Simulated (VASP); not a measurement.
Write the native input for VASP 6.6.1 that does the following.

```yaml
Task: single point
Functional: r2SCAN
Potentials_or_basis: VASP PAW PBE potentials, release 64 (Pt, Se)
Cutoff: 520 eV
k_mesh: 8 × 8 × 8
Occupations: fermi-dirac, width 0.02 eV
Spin: no spin polarisation
Dipole_correction: no
Further_INCAR_settings: ALGO = Normal; EDIFF = 1e-06; NBANDS = 18
```

PtSe2:

```xyz
3
Lattice="0.0000 3.1309 3.1309 3.1309 0.0000 3.1309 3.1309 3.1309 0.0000" Properties=species:S:1:pos:R:3 pbc="T T T"
Pt    0.0000    0.0000    0.0000
Se    1.5654    1.5654    1.5654
Se    4.6963    4.6963    4.6963
```

One way to write it, as run:

POSCAR

```
PtSe2
1.0
    0.0000000000      3.1308957810      3.1308957810
    3.1308957810      0.0000000000      3.1308957810
    3.1308957810      3.1308957810      0.0000000000
Pt Se
1 2
Direct
    0.0000000000      0.0000000000      0.0000000000
    0.2500000000      0.2500000000      0.2500000000
    0.7500000000      0.7500000000      0.7500000000
```

INCAR.step1

```
SYSTEM = PtSe2
PREC = Accurate
ENCUT = 520
ISMEAR = -1
SIGMA = 0.02
LREAL = .False.
LASPH = .True.
NELM = 60
NBANDS = 18
GGA = PE
ALGO = Normal
EDIFF = 1E-4
LWAVE = .True.
LCHARG = .False.
```

INCAR.step2

```
SYSTEM = PtSe2
PREC = Accurate
ENCUT = 520
EDIFF = 1E-6
ISMEAR = -1
SIGMA = 0.02
LREAL = .False.
LASPH = .True.
NELM = 60
ALGO = Normal
ISIF = 2
LWAVE = .False.
LCHARG = .False.
METAGGA = R2SCAN
LMIXTAU = .True.
NBANDS = 18
ISTART = 1
```

KPOINTS

```
Automatic mesh
0
Gamma
  8 8 8
  0 0 0
```

Potentials or basis: VASP PAW PBE potentials, release 64 (Pt, Se).

Launch:

```sh
$ cat potpaw_PBE.64/Pt/POTCAR potpaw_PBE.64/Se/POTCAR > POTCAR
$ cp INCAR.step1 INCAR
$ mpirun -np 1 vasp_std > vasp.out
$ cp INCAR.step2 INCAR
$ mpirun -np 1 vasp_std > vasp.out
```

Results of the run:

* Pressure: -0.1 GPa
* Band gap on the k mesh: zero (bands 11 and 12 overlap by 0.42 eV)

Caveat: the PAW data sets were made with another functional, which shifts forces and pressure a little; spin-orbit coupling is left out, which moves the levels of the heavy elements.

It took 3 min on 1 thread of Intel Xeon 8259CL, on a shared host, peak memory 0.23 GiB.
